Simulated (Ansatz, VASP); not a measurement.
## One calculation of Cu, two programs

File INCAR:

```
SYSTEM = Cu
PREC = Accurate
ENCUT = 520
EDIFF = 1E-6
ISMEAR = 1
SIGMA = 1.0
LREAL = .False.
LASPH = .True.
NELM = 60
ALGO = Normal
ISIF = 2
LWAVE = .False.
LCHARG = .True.
GGA = PE
LELF = .True.
LVHAR = .True.
NBANDS = 12
```

File KPOINTS:

```
regular mesh
0
Gamma
  15 15 15
  0 0 0
```

Contents of POSCAR:

```
Cu
1.0
    0.0000000000      1.8145751207      1.8145751207
    1.8145751207      0.0000000000      1.8145751207
    1.8145751207      1.8145751207      0.0000000000
Cu
1
Direct
    0.0000000000      0.0000000000      0.0000000000
```

Input for Ansatz:

```yaml
crystal:
  lattice:
    - [0.0, 1.8145751207, 1.8145751207]
    - [1.8145751207, 0.0, 1.8145751207]
    - [1.8145751207, 1.8145751207, 0.0]
  atoms:
    - { symbol: Cu, position: [0.0, 0.0, 0.0] }
hamiltonian:
  xc: pbe
  pseudopotentials:
    kind: paw
    azcp:
      Cu: "pseudopotentials/Cu.paw.azcp"
basis:
  ecutwfc: 420
  fft_grid_basis: typed
kpoints:
  mp_grid: { grid: [15, 15, 15], shift: [0, 0, 0] }
magnetization:
  spin_polarized: false
scf:
  occupations: { method: methfessel_paxton, width: 1.0 }
  lower_state_search: "off"
output:
  stress: true
  write_density: true
  write_potential: true
  elf: true
  volumetric_format: npy
```

Alike in both runs: task single point; functional PBE; k mesh 15 × 15 × 15; occupations methfessel-paxton of order 1, width 1 eV; no spin polarisation.

```csv
,VASP,Ansatz
version,VASP 6.6.1,Ansatz 0.2.0
potentials or method,"VASP PAW PBE potentials, release 64 (Cu), cutoff 520 eV","plane waves (420 eV) with PAW, scalar-relativistic"
valence electrons in the cell,11,19
```

|  | VASP | Ansatz | Ansatz less VASP |
| --- | --- | --- | --- |
| pressure (GPa) | -0.6 | -1.2 | -0.63 |

With one functional, cell and mesh, what is left measures potentials, basis and numerics. VASP's potentials hold 11 valence electrons a cell and Ansatz's 19, so a difference there can come from the potentials and not from the codes.
